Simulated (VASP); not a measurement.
# Ru2C (Fm-3m) in VASP: notebook

Runs on Ru2C. Level: PBE. Tasks: single point, relaxation of cell and atoms.

All numbers are computed with VASP 6.6.1; they aren't measurements. Logs are shortened: lines on timing, memory, paths and dates and some standing lists are left out, and cuts for length are marked.

## Step 1: The cell of the first run

It takes space group Fm-3m (No. 225, cubic). The conventional cell has a = 5.081 Å, b = 5.081 Å, c = 5.081 Å, α = 90.00°, β = 90.00°, γ = 90.00°. Within 2.9 Å of Ru (site symmetry -43m) lie 4 C at 2.20 Å and 6 Ru at 2.54 Å. Within 2.9 Å of C (site symmetry m-3m) lie 8 Ru at 2.20 Å.

## Step 2: Single point, PBE

The input, INCAR:

```
SYSTEM = Ru2C
ALGO = Normal
EDIFF = 1E-7
ENCUT = 520
GGA = PE
ISIF = 2
ISMEAR = 0
LASPH = .TRUE.
LCHARG = .FALSE.
LREAL = .FALSE.
LWAVE = .FALSE.
NBANDS = 23
NELM = 80
PREC = Accurate
SIGMA = 0.1
```

The input, KPOINTS:

```
k-points
0
G
  6 6 6
  0 0 0
```

The input, POSCAR:

```
Ru2C
1.0
    0.0000000000      2.5406304636      2.5406304636
    2.5406304636      0.0000000000      2.5406304636
    2.5406304636      2.5406304636      0.0000000000
Ru C
2 1
Direct
    0.2500000000      0.2500000000      0.2500000000
    0.7500000000      0.7500000000      0.7500000000
    0.0000000000      0.0000000000      0.0000000000
```

Potentials or basis: VASP PAW PBE potentials, release 64 (Ru_pv, C).

On the command line:

```sh
cat potpaw_PBE.64/Ru_pv/POTCAR potpaw_PBE.64/C/POTCAR > POTCAR
mpirun -np 1 vasp_std > vasp.out
```

OUTCAR:

```text
SYSTEM = Ru2C
   EDIFF = 1E-7
   ENCUT = 520
   GGA = PE
   ISIF = 2
   ISMEAR = 0
   LASPH = .TRUE.
   LREAL = .FALSE.
   NELM = 80
   PREC = Accurate

 ion  position               nearest neighbor table
   1  0.250  0.250  0.250-   3 2.20   3 2.20   3 2.20   3 2.20   2 2.54   2 2.54   2 2.54   2 2.54
                             2 2.54   2 2.54
   2  0.750  0.750  0.750-   3 2.20   3 2.20   3 2.20   3 2.20   1 2.54   1 2.54   1 2.54   1 2.54
                             1 2.54   1 2.54
   3  0.000  0.000  0.000-   2 2.20   2 2.20   2 2.20   1 2.20   2 2.20   1 2.20   1 2.20   1 2.20

  LATTYP: Found a face centered cubic cell.
 ALAT       =     5.0812609272

  Lattice vectors:

 A1 = (   0.0000000000,   2.5406304636,   2.5406304636)
 A2 = (   2.5406304636,   0.0000000000,   2.5406304636)
 A3 = (   2.5406304636,   2.5406304636,   0.0000000000)

Analysis of symmetry for initial positions (statically):
=====================================================================
 Subroutine PRICEL returns:
 Original cell was already a primitive cell.

 Routine SETGRP: Setting up the symmetry group for a
 face centered cubic supercell.

 Subroutine GETGRP returns: Found 48 space group operations
 (whereof 48 operations were pure point group operations)
 out of a pool of 48 trial point group operations.

The static configuration has the point symmetry O_h .

Analysis of symmetry for dynamics (positions and initial velocities):
=====================================================================
 Subroutine PRICEL returns:
 Original cell was already a primitive cell.

 Routine SETGRP: Setting up the symmetry group for a
 face centered cubic supercell.

 Subroutine GETGRP returns: Found 48 space group operations
 (whereof 48 operations were pure point group operations)
 out of a pool of 48 trial point group operations.

The dynamic configuration has the point symmetry O_h .

 Subroutine INISYM returns: Found 48 space group operations
 (whereof 48 operations are pure point group operations),
 and found     1 'primitive' translations

----------------------------------------------------------------------------------------

                                     Primitive cell

  volume of cell :      32.7985

  direct lattice vectors                    reciprocal lattice vectors
     0.000000000  2.540630464  2.540630464    -0.196801545  0.196801545  0.196801545
     2.540630464  0.000000000  2.540630464     0.196801545 -0.196801545  0.196801545
     2.540630464  2.540630464  0.000000000     0.196801545  0.196801545 -0.196801545

  length of vectors
     3.592994059  3.592994059  3.592994059     0.340870275  0.340870275  0.340870275

  position of ions in fractional coordinates (direct lattice)
     0.250000000  0.250000000  0.250000000
     0.750000000  0.750000000  0.750000000
     0.000000000  0.000000000  0.000000000

  ion indices of the primitive-cell ions
   primitive index   ion index
                 1           1
                 2           2
                 3           3

----------------------------------------------------------------------------------------

 KPOINTS: k-points

Automatic generation of k-mesh.
 Grid dimensions read from file:
 generate k-points for:    6    6    6

 Generating k-lattice:

  Cartesian coordinates                     Fractional coordinates (reciprocal lattice)
    -0.032800257  0.032800257  0.032800257     0.166666667  0.000000000  0.000000000
     0.032800257 -0.032800257  0.032800257     0.000000000  0.166666667  0.000000000
     0.032800257  0.032800257 -0.032800257     0.000000000  0.000000000  0.166666667

  Length of vectors
     0.056811712  0.056811712  0.056811712

  Shift w.r.t. Gamma in fractional coordinates (k-lattice)
     0.000000000  0.000000000  0.000000000

 Subroutine IBZKPT returns following result:
 ===========================================

 Found     16 irreducible k-points:

 Following reciprocal coordinates:
            Coordinates               Weight
  0.000000  0.000000  0.000000      1.000000
  0.166667  0.000000  0.000000      8.000000
  0.333333  0.000000  0.000000      8.000000
  0.500000  0.000000  0.000000      4.000000
  0.166667  0.166667  0.000000      6.000000
  0.333333  0.166667  0.000000     24.000000
[... 8 lines left out ...]
 -0.333333  0.333333  0.166667     24.000000
 -0.333333  0.500000  0.166667     12.000000
   k-points           NKPTS =     16   k-points in BZ     NKDIM =     16   number of bands    NBANDS=     23
   number of dos      NEDOS =    301   number of ions     NIONS =      3
   total plane-waves  NPLWV =  21952
   dimension x,y,z NGX =    28 NGY =   28 NGZ =   28
   dimension x,y,z NGXF=    56 NGYF=   56 NGZF=   56
   ions per type =               2   1
   NGX,Y,Z   is equivalent  to a cutoff of  12.96, 12.96, 12.96 a.u.
   NGXF,Y,Z  is equivalent  to a cutoff of  25.91, 25.91, 25.91 a.u.
 SYSTEM =  Ru2C
   PREC   = accura    normal or accurate (medium, high low for compatibility)
   ISTART =      0    job   : 0-new  1-cont  2-samecut
   ICHARG =      2    charge: 1-file 2-atom 10-const
   ISPIN  =      1    spin polarized calculation?
   LNONCOLLINEAR =      F non collinear calculations
   LSORBIT =      F    spin-orbit coupling
   LASPH  =      T    aspherical Exc in radial PAW
   ENCUT  =  520.0 eV  38.22 Ry    6.18 a.u.   6.68  6.68  6.68*2*pi/ulx,y,z
   NELM   =     80;   NELMIN=  2; NELMDL= -5     # of ELM steps
   EDIFF  = 0.1E-06   stopping-criterion for ELM
   LREAL  =      F    real-space projection
   EDIFFG = 0.1E-05   stopping-criterion for IOM
   NSW    =      0    number of steps for IOM
   IBRION =     -1    ionic relax: 0-MD 1-quasi-New 2-CG
   NFREE  =      0    steps in history (QN), initial steepest desc. (CG)
   ISIF   =      2    stress and relaxation
   ISYM   =      2    0-nonsym 1-usesym 2-fastsym
   POTIM  = 0.5000    time-step for ionic-motion
   TEBEG  =    0.0;   TEEND  =   0.0 temperature during run
   PSTRESS=    0.0 pullay stress
   NELECT =      32.0000    total number of electrons
   NUPDOWN=      -1.0000    fix difference up-down
   EMIN   =  10.00;   EMAX   =-10.00  energy-range for DOS
   EFERMI =   0.00;   METHOD = LEGACY
   ISMEAR =     0;   SIGMA  =   0.10  broadening in eV -4-tet -1-fermi 0-gaus
   EFERMI_NEDOS =   21; number of points for ismear=-14 and -15
   IALGO  =     38    algorithm
   IMIX   =      4    mixing-type and parameters
     AMIX     =   0.40;   BMIX     =  1.00
     AMIX_MAG =   1.60;   BMIX_MAG =  1.00
  volume/ion in A,a.u.               =      10.93        73.78
  Fermi-wavevector in a.u.,A,eV,Ry     =   1.623703  3.068354 35.870566  2.636412
  Thomas-Fermi vector in A             =   2.717110
   LORBIT       =      0    0 simple, 1 ext, 2 COOP (PROOUT), +10 PAW based schemes
   GGA     = PE    functional components
   LHFCALC =     F    Hartree Fock is set to
   AEXX    =    0.0000 exact exchange contribution
   IVDW    =     0    specifies the selected vdW correction
   LEPSILON=     F    determine dielectric tensor
   LRPA    =     F    only Hartree local field effects (RPA)
 non-spin polarized calculation
 Gauss-broadening in eV      SIGMA  =   0.10
  energy-cutoff  :      520.00
  volume of cell :       32.80
 maximum number of plane-waves:       899
   NGX = 13   NGY = 13   NGZ = 13

 number of electron      32.0000006 magnetization

 Free energy of the ion-electron system (eV)
  ---------------------------------------------------
  ext. energy  EPLUGINS =         0.00000000
  ---------------------------------------------------
  free energy    TOTEN  =       -25.09125029 eV

  energy without entropy =      -25.07878681  energy(sigma->0) =      -25.08501855

 E-fermi :  12.7623     XC(G=0): -13.9033

 val. band max:       12.7452771458   @ k =  -0.3333   0.3333   0.1667
 cond. band min:      12.8060966082   @ k =   0.5000   0.3333   0.1667
 fundamental gap:      0.0608194624
 Fermi energy:        12.7622704002

 k-point     1 :       0.0000    0.0000    0.0000
  band No.  band energies     occupation
      1     -30.6671      2.00000
      2     -30.6671      2.00000
      3     -30.6671      2.00000
      4     -29.9462      2.00000
      5     -29.9462      2.00000
      6     -29.9462      2.00000
[... 15 lines left out ...]
     22      23.1322      0.00000
     23      23.1322      0.00000

 k-point     2 :       0.1667    0.0000    0.0000
  band No.  band energies     occupation
      1     -30.6334      2.00000
      2     -30.6237      2.00000
      3     -30.6237      2.00000
      4     -30.0116      2.00000
      5     -29.9996      2.00000
      6     -29.9996      2.00000
[... 15 lines left out ...]
     22      21.6896      0.00000
     23      23.6646      0.00000

 k-point     3 :       0.3333    0.0000    0.0000
  band No.  band energies     occupation
      1     -30.5322      2.00000
      2     -30.5017      2.00000
      3     -30.5017      2.00000
      4     -30.1757      2.00000
      5     -30.1415      2.00000
      6     -30.1415      2.00000
[... 15 lines left out ...]
     22      20.8203      0.00000
     23      23.6646      0.00000

 k-point     4 :       0.5000    0.0000    0.0000
  band No.  band energies     occupation
      1     -30.3811      2.00000
      2     -30.3580      2.00000
      3     -30.3324      2.00000
      4     -30.3324      2.00000
      5     -30.3208      2.00000
      6     -30.3208      2.00000
[... 15 lines left out ...]
     22      20.4182      0.00000
     23      23.6645      0.00000

 k-point     5 :       0.1667    0.1667    0.0000
  band No.  band energies     occupation
      1     -30.7007      2.00000
      2     -30.7007      2.00000
      3     -30.4494      2.00000
      4     -30.2061      2.00000
      5     -29.9229      2.00000
      6     -29.9229      2.00000
[... 15 lines left out ...]
     22      23.0758      0.00000
     23      23.0758      0.00000

 k-point     6 :       0.3333    0.1667    0.0000
  band No.  band energies     occupation
      1     -30.6877      2.00000
      2     -30.6805      2.00000
      3     -30.4430      2.00000
      4     -30.2418      2.00000
      5     -29.9651      2.00000
      6     -29.9579      2.00000
[... 15 lines left out ...]
     22      22.1088      0.00000
     23      23.6646      0.00000

 k-point     7 :       0.5000    0.1667    0.0000
  band No.  band energies     occupation
      1     -30.6416      2.00000
      2     -30.5840      2.00000
      3     -30.5635      2.00000
      4     -30.1107      2.00000
      5     -30.0895      2.00000
      6     -30.0489      2.00000
[... 15 lines left out ...]
     22      21.1682      0.00000
     23      23.6635      0.00000

 k-point     8 :      -0.3333    0.1667    0.0000
  band No.  band energies     occupation
      1     -30.7437      2.00000
      2     -30.4061      2.00000
      3     -30.3758      2.00000
      4     -30.3037      2.00000
      5     -30.2769      2.00000
      6     -29.9210      2.00000
[... 15 lines left out ...]
     22      21.1421      0.00000
     23      23.6626      0.00000

 k-point     9 :      -0.1667    0.1667    0.0000
  band No.  band energies     occupation
      1     -30.7351      2.00000
      2     -30.4900      2.00000
      3     -30.4704      2.00000
      4     -30.1910      2.00000
      5     -30.1674      2.00000
      6     -29.9000      2.00000
[... 15 lines left out ...]
     22      22.0243      0.00000
     23      22.7410      0.00000

 k-point    10 :       0.3333    0.3333    0.0000
  band No.  band energies     occupation
      1     -30.7671      2.00000
      2     -30.7671      2.00000
      3     -30.7051      2.00000
      4     -29.9994      2.00000
      5     -29.8760      2.00000
      6     -29.8760      2.00000
[... 15 lines left out ...]
     22      23.6623      0.00000
     23      23.6638      0.00000

 k-point    11 :       0.5000    0.3333    0.0000
  band No.  band energies     occupation
      1     -30.8631      2.00000
      2     -30.7436      2.00000
      3     -30.7367      2.00000
      4     -29.9231      2.00000
      5     -29.9160      2.00000
      6     -29.8415      2.00000
[... 15 lines left out ...]
     22      23.4503      0.00000
     23      23.6663      0.00000

 k-point    12 :      -0.3333    0.3333    0.0000
  band No.  band energies     occupation
      1     -30.8745      2.00000
      2     -30.6161      2.00000
      3     -30.5941      2.00000
      4     -30.0840      2.00000
      5     -30.0634      2.00000
      6     -29.8102      2.00000
[... 15 lines left out ...]
     22      21.5345      0.00000
     23      23.6427      0.00000

 k-point    13 :       0.5000    0.5000    0.0000
  band No.  band energies     occupation
      1     -30.9452      2.00000
      2     -30.8001      2.00000
      3     -30.8001      2.00000
      4     -29.8525      2.00000
      5     -29.8525      2.00000
      6     -29.7666      2.00000
[... 15 lines left out ...]
     22      23.4645      0.00000
     23      23.6760      0.00000

 k-point    14 :       0.5000    0.3333    0.1667
  band No.  band energies     occupation
      1     -30.8035      2.00000
      2     -30.6719      2.00000
      3     -30.5415      2.00000
      4     -30.1250      2.00000
      5     -30.0241      2.00000
      6     -29.8541      2.00000
[... 15 lines left out ...]
     22      22.6004      0.00000
     23      23.6415      0.00000

 k-point    15 :      -0.3333    0.3333    0.1667
  band No.  band energies     occupation
      1     -30.8108      2.00000
      2     -30.7932      2.00000
      3     -30.3386      2.00000
      4     -30.3384      2.00000
      5     -29.8832      2.00000
      6     -29.8779      2.00000
[... 15 lines left out ...]
     22      21.5671      0.00000
     23      23.6634      0.00000

 k-point    16 :      -0.3333    0.5000    0.1667
  band No.  band energies     occupation
      1     -30.9101      2.00000
      2     -30.8359      2.00000
      3     -30.5716      2.00000
      4     -30.0982      2.00000
      5     -29.8312      2.00000
      6     -29.7881      2.00000
[... 15 lines left out ...]
     22      23.6387      0.00000
     23      23.7540      0.00000

------------------------ aborting loop because EDIFF is reached ----------------------------------------

  FORCE on cell =-STRESS in cart. coord.  units (eV):
  Direction    XX          YY          ZZ          XY          YZ          ZX
  --------------------------------------------------------------------------------------
  -------------------------------------------------------------------------------------
  Total        4.8659787      4.8659787      4.8659787      0.0000000      0.0000000     -0.0000000
  in kB      237.6984136    237.6984136    237.6984136      0.0000000      0.0000000     -0.0000000
  external PRESSURE =     237.6984136 kB  Pullay stress =       0.0000000 kB

 VOLUME and BASIS-vectors are now :
 -----------------------------------------------------------------------------
  energy-cutoff  :      520.00
  volume of cell :       32.80
      direct lattice vectors                 reciprocal lattice vectors
     0.000000000  2.540630464  2.540630464    -0.196801545  0.196801545  0.196801545
     2.540630464  0.000000000  2.540630464     0.196801545 -0.196801545  0.196801545
     2.540630464  2.540630464  0.000000000     0.196801545  0.196801545 -0.196801545

 POSITION                                       TOTAL-FORCE (eV/Angst)
 -----------------------------------------------------------------------------------
      1.27032      1.27032      1.27032        -0.000000     -0.000000     -0.000000
      3.81095      3.81095      3.81095         0.000000      0.000000      0.000000
      0.00000      0.00000      0.00000        -0.000000     -0.000000     -0.000000
 -----------------------------------------------------------------------------------
    total drift:                                0.000000      0.000000      0.000000

  FREE ENERGIE OF THE ION-ELECTRON SYSTEM (eV)
  ---------------------------------------------------
  free  energy   TOTEN  =       -25.0912502871 eV

  energy  without entropy=      -25.0787868147  energy(sigma->0) =      -25.08501855
```

Run time: 17 s. Hardware: 1 thread of Intel Xeon 6975P-C, shared host; peak memory 0.16 GiB.

Results:

* Free energy: -25.0913 eV
* Pressure: 23.8 GPa
* Band gap on the k mesh: zero (band 16 reaches 14.39 eV, above the bottom of band 17 at 10.93 eV)

Levels at points of the mesh, in eV from the Fermi level:
| k point | band 13 | band 14 | band 15 | band 16 | band 17 | band 18 |
| --- | --- | --- | --- | --- | --- | --- |
| (0.00, 0.00, 0.00) | 0.59 | 0.89 | 0.89 | 0.89 | 3.10 | 3.10 |
| (0.50, 0.00, 0.00) | -2.42 | -1.94 | -1.94 | -1.83 | -1.83 | -0.13 |
| (0.50, 0.50, 0.00) | -4.24 | -1.29 | -1.29 | 0.10 | 0.10 | 1.21 |

(Continued in part 2 of 2.)
